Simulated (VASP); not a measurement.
A run of VASP 6.6.1 is set up as follows.

File INCAR:

```
SYSTEM = Li
PREC     = Accurate       ! precision mode
ENCUT    = 520            ! plane-wave cutoff, eV
EDIFF    = 1E-6           ! SCF threshold, eV
ISMEAR   = 0              ! smearing method
SIGMA    = 0.15           ! smearing width, eV
LREAL    = .FALSE.        ! projectors in reciprocal space
LASPH    = .TRUE.         ! aspherical terms in the spheres
NELM     = 100            ! most SCF steps
ALGO     = Fast           ! electronic algorithm
ISIF     = 2              ! what is computed and relaxed
LWAVE    = .FALSE.        ! write WAVECAR
LCHARG   = .FALSE.        ! write CHGCAR
GGA      = PS             ! functional
IVDW     = 12             ! dispersion correction
NBANDS   = 10             ! bands
```

Contents of KPOINTS:

```
Automatic mesh
0
G
  16 16 10
  0 0 0
```

File POSCAR:

```
Li
1.0
    0.0000000000     -2.0116598259     -2.0954789853
    0.0000000000      2.0116598259     -2.0954789853
    4.0233196518      0.0000000000      0.0000000000
Li
2
Direct
    0.5000000000      0.5000000000      0.5000000000
    0.0000000000      0.0000000000      0.0000000000
```

Potentials or basis: VASP PAW PBE potentials, release 64 (Li_sv).

Run with:

```console
$ cat potpaw_PBE.64/Li_sv/POTCAR > POTCAR
$ mpirun -np 1 vasp_std > vasp.out
```

Task: Predict the dispersion energy per atom.

Result: -0.179 eV.

Task: Estimate the band gap on the k mesh.

Result: Zero (band 3 reaches 4.72 eV, above the bottom of band 4 at -0.96 eV).
